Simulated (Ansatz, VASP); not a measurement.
# W: VASP beside Ansatz

```
W
1.0
    -1.55240    1.55240    1.55240
     1.55240   -1.55240    1.55240
     1.55240    1.55240   -1.55240
W
1
Direct
  0.00000 0.00000 0.00000
```

Change from the starting cell: equal engineering shear yz, xz and xy +0.0000, equal normal strain along x, y and z -0.0100.

Alike in both runs: task single point; functional LDA; k mesh 20 × 20 × 20; occupations gaussian, width 0.15 eV; no spin polarisation.

```csv
,VASP,Ansatz
version,VASP 6.6.1,Ansatz 0.2.0
potentials or method,"VASP PAW LDA potentials, release 64 (W_sv), cutoff 520 eV","scalar-relativistic, plane waves, PAW"
valence electrons in the cell,14,14
```

VASP gave:

```
gap on the k mesh at the Fermi level (eV) : none
pressure (GPa)                            : 12.7
```

Problem. Which values does Ansatz return?

Solution. gap on the k mesh at the Fermi level (eV): none; pressure (GPa): 10.6.

Ansatz warns that its potentials were made for another functional, while VASP's fit it. LDA's correlation is that of Perdew and Zunger in VASP and of Perdew and Wang (1992) in Ansatz. A gap of «none» marks a metal or a gap that the smearing closes.

Spin-orbit coupling is off throughout.
